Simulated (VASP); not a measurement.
# K: single point with PBE

K:

```
CELL_PARAMETERS angstrom
4.38368 0.00000 0.00000
0.00000 4.38368 0.00000
0.00000 0.00000 4.38368
ATOMIC_POSITIONS crystal
K 0.00000 0.00000 0.00000
```

This isn't the form of K at room conditions, which is bcc.

```json
{
  "Program": "VASP 6.6.1",
  "Task": "single point",
  "Functional": "PBE",
  "Potentials or basis": "VASP PAW PBE potentials, release 64 (K_sv)",
  "Cutoff": "520 eV",
  "k mesh": "25 × 25 × 25",
  "Occupations": "fermi-dirac, width 0.0612256 eV",
  "Spin": "no spin polarisation",
  "Dipole correction": "no",
  "Further INCAR settings": "ALGO = Normal; EDIFF = 1e-06; NBANDS = 10"
}
```

```yaml
Pressure: -0.2 GPa
Band_gap_on_the_k_mesh: zero (an odd number of electrons rules out a gap without spin polarisation)
```

Levels at points of the mesh, in eV from the Fermi level:
| k point | band 3 | band 4 | band 5 | band 6 | band 7 | band 8 |
| --- | --- | --- | --- | --- | --- | --- |
| (0.00, 0.00, 0.00) | -15.81 | -15.81 | -1.98 | 2.88 | 2.88 | 6.03 |

It took 6.1 min on 1 thread of Intel Xeon 8259CL, with other jobs on the host, peak memory 0.48 GiB.
